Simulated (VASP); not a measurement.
# NaCl (P4/mmm) in VASP: notebook, part 2 of 2

VASP 6.6.1. Earlier steps stand in the parts before.

## Step 4: Single point, LDA (strain -0.080 along x and y, +0.080 along z)

Contents of INCAR:

```
SYSTEM = NaCl
PREC = Accurate
ENCUT = 520
EDIFF = 1E-6
ISMEAR = 0
SIGMA = 0.05
LREAL = .False.
LASPH = .True.
NELM = 60
ALGO = Normal
ISIF = 2
LWAVE = .False.
LCHARG = .True.
GGA = CA
LELF = .True.
LVHAR = .True.
NBANDS = 14
```

Contents of KPOINTS:

```
regular mesh
0
Gamma
  6 6 6
  0 0 0
```

Contents of POSCAR:

```
NaCl
1.0
    3.2220148000      0.0000000000      0.0000000000
    0.0000000000      3.2220148000      0.0000000000
    0.0000000000      0.0000000000      3.7823652000
Na Cl
1 1
Direct
    0.0000000000      0.0000000000      0.0000000000
    0.5000000000      0.5000000000      0.5000000000
```

Potentials or basis: VASP PAW LDA potentials, release 64 (Na_pv, Cl).

On the command line:

```console
$ cat potpaw_LDA.64/Na_pv/POTCAR potpaw_LDA.64/Cl/POTCAR > POTCAR
$ mpirun -np 1 vasp_std > vasp.out
```

OUTCAR:

```text
SYSTEM = NaCl
   PREC = Accurate
   ENCUT = 520
   EDIFF = 1E-6
   ISMEAR = 0
   LREAL = .False.
   LASPH = .True.
   NELM = 60
   ISIF = 2
   GGA = CA

 ion  position               nearest neighbor table
   1  0.000  0.000  0.000-
   2  0.500  0.500  0.500-

  LATTYP: Found a simple tetragonal cell.
 ALAT       =     3.2220148000
 C/A-ratio  =     1.1739130435

  Lattice vectors:

 A1 = (   3.2220148000,   0.0000000000,   0.0000000000)
 A2 = (   0.0000000000,   3.2220148000,   0.0000000000)
 A3 = (   0.0000000000,   0.0000000000,   3.7823652000)

Analysis of symmetry for initial positions (statically):
=====================================================================
 Subroutine PRICEL returns:
 Original cell was already a primitive cell.

 Routine SETGRP: Setting up the symmetry group for a
 simple tetragonal supercell.

 Subroutine GETGRP returns: Found 16 space group operations
 (whereof 16 operations were pure point group operations)
 out of a pool of 16 trial point group operations.

The static configuration has the point symmetry D_4h.

Analysis of symmetry for dynamics (positions and initial velocities):
=====================================================================
 Subroutine PRICEL returns:
 Original cell was already a primitive cell.

 Routine SETGRP: Setting up the symmetry group for a
 simple tetragonal supercell.

 Subroutine GETGRP returns: Found 16 space group operations
 (whereof 16 operations were pure point group operations)
 out of a pool of 16 trial point group operations.

The dynamic configuration has the point symmetry D_4h.

 Subroutine INISYM returns: Found 16 space group operations
 (whereof 16 operations are pure point group operations),
 and found     1 'primitive' translations

----------------------------------------------------------------------------------------

                                     Primitive cell

  volume of cell :      39.2662

  direct lattice vectors                    reciprocal lattice vectors
     3.222014800  0.000000000  0.000000000     0.310364807  0.000000000  0.000000000
     0.000000000  3.222014800  0.000000000     0.000000000  0.310364807  0.000000000
     0.000000000  0.000000000  3.782365200     0.000000000  0.000000000  0.264384835

  length of vectors
     3.222014800  3.222014800  3.782365200     0.310364807  0.310364807  0.264384835

  position of ions in fractional coordinates (direct lattice)
     0.000000000  0.000000000  0.000000000
     0.500000000  0.500000000  0.500000000

  ion indices of the primitive-cell ions
   primitive index   ion index
                 1           1
                 2           2

----------------------------------------------------------------------------------------

 KPOINTS: regular mesh

Automatic generation of k-mesh.
 Grid dimensions read from file:
 generate k-points for:    6    6    6

 Generating k-lattice:

  Cartesian coordinates                     Fractional coordinates (reciprocal lattice)
     0.051727468  0.000000000  0.000000000     0.166666667  0.000000000  0.000000000
     0.000000000  0.051727468  0.000000000     0.000000000  0.166666667  0.000000000
     0.000000000  0.000000000  0.044064139     0.000000000  0.000000000  0.166666667

  Length of vectors
     0.051727468  0.051727468  0.044064139

  Shift w.r.t. Gamma in fractional coordinates (k-lattice)
     0.000000000  0.000000000  0.000000000

 Subroutine IBZKPT returns following result:
 ===========================================

 Found     40 irreducible k-points:

 Following reciprocal coordinates:
            Coordinates               Weight
  0.000000  0.000000  0.000000      1.000000
  0.166667  0.000000  0.000000      4.000000
  0.333333  0.000000  0.000000      4.000000
  0.500000  0.000000  0.000000      2.000000
  0.166667  0.166667  0.000000      4.000000
  0.333333  0.166667  0.000000      8.000000
[... 16 lines left out ...]
  0.333333  0.000000  0.333333      8.000000
  0.500000  0.000000  0.333333      4.000000
 [... further k-points ...]
   k-points           NKPTS =     40   k-points in BZ     NKDIM =     40   number of bands    NBANDS=     14
   number of dos      NEDOS =    301   number of ions     NIONS =      2
   total plane-waves  NPLWV =  16128
   dimension x,y,z NGX =    24 NGY =   24 NGZ =   28
   dimension x,y,z NGXF=    48 NGYF=   48 NGZF=   56
   ions per type =               1   1
   NGX,Y,Z   is equivalent  to a cutoff of  12.38, 12.38, 12.31 a.u.
   NGXF,Y,Z  is equivalent  to a cutoff of  24.77, 24.77, 24.61 a.u.
 SYSTEM =  NaCl
   PREC   = accura    normal or accurate (medium, high low for compatibility)
   ISTART =      0    job   : 0-new  1-cont  2-samecut
   ICHARG =      2    charge: 1-file 2-atom 10-const
   ISPIN  =      1    spin polarized calculation?
   LNONCOLLINEAR =      F non collinear calculations
   LSORBIT =      F    spin-orbit coupling
   LASPH  =      T    aspherical Exc in radial PAW
   ENCUT  =  520.0 eV  38.22 Ry    6.18 a.u.   5.99  5.99  7.03*2*pi/ulx,y,z
   NELM   =     60;   NELMIN=  2; NELMDL= -5     # of ELM steps
   EDIFF  = 0.1E-05   stopping-criterion for ELM
   LREAL  =      F    real-space projection
   EDIFFG = 0.1E-04   stopping-criterion for IOM
   NSW    =      0    number of steps for IOM
   IBRION =     -1    ionic relax: 0-MD 1-quasi-New 2-CG
   NFREE  =      0    steps in history (QN), initial steepest desc. (CG)
   ISIF   =      2    stress and relaxation
   ISYM   =      2    0-nonsym 1-usesym 2-fastsym
   POTIM  = 0.5000    time-step for ionic-motion
   TEBEG  =    0.0;   TEEND  =   0.0 temperature during run
   PSTRESS=    0.0 pullay stress
   NELECT =      14.0000    total number of electrons
   NUPDOWN=      -1.0000    fix difference up-down
   EMIN   =  10.00;   EMAX   =-10.00  energy-range for DOS
   EFERMI =   0.00;   METHOD = LEGACY
   ISMEAR =     0;   SIGMA  =   0.05  broadening in eV -4-tet -1-fermi 0-gaus
   EFERMI_NEDOS =   21; number of points for ismear=-14 and -15
   IALGO  =     38    algorithm
   IMIX   =      4    mixing-type and parameters
     AMIX     =   0.40;   BMIX     =  1.00
     AMIX_MAG =   1.60;   BMIX_MAG =  1.00
  volume/ion in A,a.u.               =      19.63       132.49
  Fermi-wavevector in a.u.,A,eV,Ry     =   1.160855  2.193698 18.335000  1.347584
  Thomas-Fermi vector in A             =   2.297433
   LORBIT       =      0    0 simple, 1 ext, 2 COOP (PROOUT), +10 PAW based schemes
   GGA     = CA    functional components
   LHFCALC =     F    Hartree Fock is set to
   AEXX    =    0.0000 exact exchange contribution
   IVDW    =     0    specifies the selected vdW correction
   LEPSILON=     F    determine dielectric tensor
   LRPA    =     F    only Hartree local field effects (RPA)
 non-spin polarized calculation
 Gauss-broadening in eV      SIGMA  =   0.05
  energy-cutoff  :      520.00
  volume of cell :       39.27
 maximum number of plane-waves:      1078
 NGX is ok and might be reduce to    24
   NGX = 11   NGY = 11   NGZ = 15

 number of electron      13.9999978 magnetization

 Free energy of the ion-electron system (eV)
  ---------------------------------------------------
  ext. energy  EPLUGINS =         0.00000000
  ---------------------------------------------------
  free energy    TOTEN  =        -6.94358162 eV

  energy without entropy =       -6.94358162  energy(sigma->0) =       -6.94358162

 E-fermi :   1.7007     XC(G=0):  -9.3479

 val. band max:        1.4254304457   @ k =   0.5000   0.0000   0.5000
 cond. band min:       4.4250406122   @ k =   0.0000   0.0000   0.0000
 fundamental gap:      2.9996101665
 Fermi energy:         1.7006984975

 k-point     1 :       0.0000    0.0000    0.0000
  band No.  band energies     occupation
      1     -21.1865      2.00000
      2     -21.1865      2.00000
      3     -21.1638      2.00000
      4     -12.7227      2.00000
      5      -0.5308      2.00000
      6       0.9195      2.00000
      7       0.9195      2.00000
      8       4.4250      0.00000
      9       8.8575      0.00000
     10       9.9080      0.00000
     11      15.4333      0.00000
     12      16.5279      0.00000
     13      16.5279      0.00000
     14      17.7935      0.00000
[... 375 lines left out ...]
 k-point    24 :       0.5000    0.0000    0.3333
  band No.  band energies     occupation
      1     -21.2720      2.00000
      2     -21.1775      2.00000
      3     -21.1679      2.00000
      4     -11.9802      2.00000
      5      -2.1890      2.00000
      6      -1.2039      2.00000
      7       1.3897      2.00000
      8       6.4129      0.00000
      9       9.7700      0.00000
     10      12.0296      0.00000
     11      12.8368      0.00000
     12      14.2684      0.00000
     13      15.0293      0.00000
     14      16.9456      0.00000

 [... further k-points ...]
[... 5 lines left out ...]
  --------------------------------------------------------------------------------------
  -------------------------------------------------------------------------------------
  Total        1.0311031      1.0311031     -2.2509316      0.0000000      0.0000000      0.0000000
  in kB       42.0720949     42.0720949    -91.8447558      0.0000000      0.0000000      0.0000000
  external PRESSURE =      -2.5668554 kB  Pullay stress =       0.0000000 kB

 VOLUME and BASIS-vectors are now :
 -----------------------------------------------------------------------------
  energy-cutoff  :      520.00
  volume of cell :       39.27
      direct lattice vectors                 reciprocal lattice vectors
     3.222014800  0.000000000  0.000000000     0.310364807  0.000000000  0.000000000
     0.000000000  3.222014800  0.000000000     0.000000000  0.310364807  0.000000000
     0.000000000  0.000000000  3.782365200     0.000000000  0.000000000  0.264384835

 POSITION                                       TOTAL-FORCE (eV/Angst)
 -----------------------------------------------------------------------------------
      0.00000      0.00000      0.00000         0.000000      0.000000      0.000000
      1.61101      1.61101      1.89118         0.000000      0.000000      0.000000
 -----------------------------------------------------------------------------------
    total drift:                                0.000000      0.000000     -0.000000

  FREE ENERGIE OF THE ION-ELECTRON SYSTEM (eV)
  ---------------------------------------------------
  free  energy   TOTEN  =        -6.9435816244 eV

  energy  without entropy=       -6.9435816244  energy(sigma->0) =       -6.94358162
```

stdout:

```text
POSCAR found type information on POSCAR NaCl
 POSCAR found :  2 types and       2 ions
 scaLAPACK will be used
 LDA part: xc-table for (Slater(with rela. corr.)+CA(PZ))
 , standard interpolation
 POSCAR, INCAR and KPOINTS ok, starting setup
 FFT: planning ... GRIDC
 FFT: planning ... GRID_SOFT
 FFT: planning ... GRID
 WAVECAR not read
 entering main loop
```

It took 9.4 s on 1 thread of AMD EPYC 7R13 (Zen 3), shared host; peak memory 0.11 GiB.

Results:

```yaml
Free_energy: -6.9436 eV
Pressure: -0.3 GPa
Band_gap_on_the_k_mesh: 3.00 eV, indirect (least direct gap 3.51 eV)
```

Caveat: the cell differs from its parent crystal (strain -0.080 along x and y, +0.080 along z). A k mesh can miss the band edges.

## Step 5: Single point, LDA (strain +0.000 along x and y, -0.080 along z)

Contents of INCAR:

```
ALGO = Normal ; EDIFF = 1E-6
ENCUT = 520 ; ISIF = 2
ISMEAR = 0 ; LASPH = T
LCHARG = T ; LELF = T
LREAL = F ; LVHAR = T
LWAVE = F ; NBANDS = 14
NELM = 80 ; PREC = Accurate
SIGMA = 0.05
```

Contents of KPOINTS:

```
k-points
0
Gamma
  6 6 6
```

Contents of POSCAR:

```
NaCl
1.0
    3.5021900000      0.0000000000      0.0000000000
    0.0000000000      3.5021900000      0.0000000000
    0.0000000000      0.0000000000      3.2220148000
Na Cl
1 1
Direct
    0.0000000000      0.0000000000      0.0000000000
    0.5000000000      0.5000000000      0.5000000000
```

On the command line:

```console
$ cat potpaw_LDA.64/Na_pv/POTCAR potpaw_LDA.64/Cl/POTCAR > POTCAR
$ mpirun -np 1 vasp_std > vasp.out
```

Run time: 9.7 s. Hardware: 1 thread of AMD EPYC 7R13 (Zen 3), shared host; peak memory 0.11 GiB.

The run converged. Its results:

```
Free energy            : -7.0677 eV
Pressure               : -0.9 GPa
Band gap on the k mesh : 3.37 eV, indirect (least direct gap 3.80 eV)
```

Stress tensor (GPa, compression positive):
```
-3.34  0.00  0.00
 0.00 -3.34  0.00
 0.00  0.00  4.12
```

Levels at points of the mesh, in eV from the valence-band top:
```csv
k point,band 3,band 4,band 5,band 6,band 7,band 8,band 9,band 10,band 11,band 12
"(0.00, 0.00, 0.00)",-22.41,-14.06,-1.26,-1.26,-0.43,3.37,7.35,8.29,14.82,15.09
"(0.50, 0.00, 0.00)",-22.41,-13.66,-3.88,-1.02,-0.23,6.38,8.13,10.01,10.72,12.47
"(0.50, 0.50, 0.00)",-22.41,-13.39,-3.13,-3.13,0.00,4.44,9.91,10.85,10.85,13.08
"(0.00, 0.00, 0.50)",-22.40,-13.42,-3.89,-0.84,-0.84,6.22,8.63,9.83,10.97,10.97
"(0.50, 0.00, 0.50)",-22.40,-13.15,-3.22,-2.86,-0.57,4.89,9.11,10.32,10.98,11.61
"(0.50, 0.50, 0.50)",-22.44,-12.87,-2.82,-2.46,-2.46,6.34,6.34,6.37,11.49,15.24
```

Caveat: the cell differs from its parent crystal (strain +0.000 along x and y, -0.080 along z). A k mesh can miss the band edges.

## Step 6: Overview

| cell | gap on the mesh (eV) | pressure (GPa) |
| --- | --- | --- |
| a = 3.222, b = 3.222, c = 3.502 Å, 2 atoms | 3.84 | 2.2 |
| a = 3.222, b = 3.222, c = 3.642 Å, 2 atoms | 3.42 | 0.8 |
| a = 3.222, b = 3.222, c = 3.782 Å, 2 atoms | 3.00 | -0.3 |
| a = 3.502, b = 3.502, c = 3.222 Å, 2 atoms | 3.37 | -0.9 |

Alike in all rows: task single point; level LDA; potentials or basis VASP PAW LDA potentials, release 64 (Na_pv, Cl); no spin polarisation; k mesh 6 × 6 × 6; cutoff (eV) 520; smearing gaussian 0.05 eV.

Absolute energies hang on the potentials; compare differences alone.
